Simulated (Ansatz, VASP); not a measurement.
One calculation of Ti3Al, two programs

```
Ti Al
1.0
     0.00000    3.23178    3.23178
     3.23178    0.00000    3.23178
     3.23178    3.23178    0.00000
Ti Al
3 1
Direct
  0.75000 0.75000 0.75000
  0.25000 0.25000 0.25000
  0.00000 0.00000 0.00000
  0.50000 0.50000 0.50000
```

Alike in both runs: task single point; functional PBE; k mesh 6 × 6 × 6; occupations gaussian, width 0.1 eV; no spin polarisation.

|  | VASP | Ansatz |
| --- | --- | --- |
| version | VASP 6.6.1 | Ansatz 0.2.0 |
| potentials or method | VASP PAW PBE potentials, release 64 (Ti_sv, Al), cutoff 520 eV | scalar-relativistic, plane waves, PAW |
| valence electrons in the cell | 39 | 39 |

Ansatz gave:

- gap on the k mesh at the Fermi level (eV): none
- pressure (GPa): -1.1

**Question.** Estimate VASP's values.

**Answer.** gap on the k mesh at the Fermi level (eV): none; pressure (GPa): -1.3.

A gap of «none» marks a metal or a gap that the smearing closes.
